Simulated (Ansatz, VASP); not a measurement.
## One calculation of Si2C3, two programs

```xyz
10
Lattice="2.5866 1.4934 4.0954 -2.5866 1.4934 4.0954 0.0000 -2.9867 4.0954" Properties=species:S:1:pos:R:3 pbc="T T T"
Si    0.0000    0.0000   10.4775
Si    0.0000    0.0000    7.9517
Si    0.0000    0.0000    1.8086
Si    0.0000    0.0000    4.3344
C    -0.8507   -1.4934    5.1192
C     1.7186    0.0100    5.1192
C    -0.8680    1.4834    5.1192
C     0.8507    1.4934    7.1669
C    -1.7186   -0.0100    7.1669
C     0.8680   -1.4834    7.1669
```

Alike in both runs: functional PBE; k mesh 12 × 12 × 12; occupations gaussian, width 0.1 eV; no spin polarisation.

Ansatz relaxed the structure, and its values are those at the end. VASP's run is a single point on that final structure, the one shown.

```csv
,VASP,Ansatz
version,VASP 6.6.1,Ansatz 0.2.0
potentials or method,"VASP PAW PBE potentials, release 64 (Si, C), cutoff 520 eV","scalar-relativistic, plane waves, PAW"
valence electrons in the cell,40,40
```

|  | VASP | Ansatz | Ansatz less VASP |
| --- | --- | --- | --- |
| gap on the k mesh at the Fermi level (eV) | none | none | - |
| pressure (GPa) | 0.0 | 0.0 | +0.04 |

A gap of «none» marks a metal or a gap that the smearing closes.
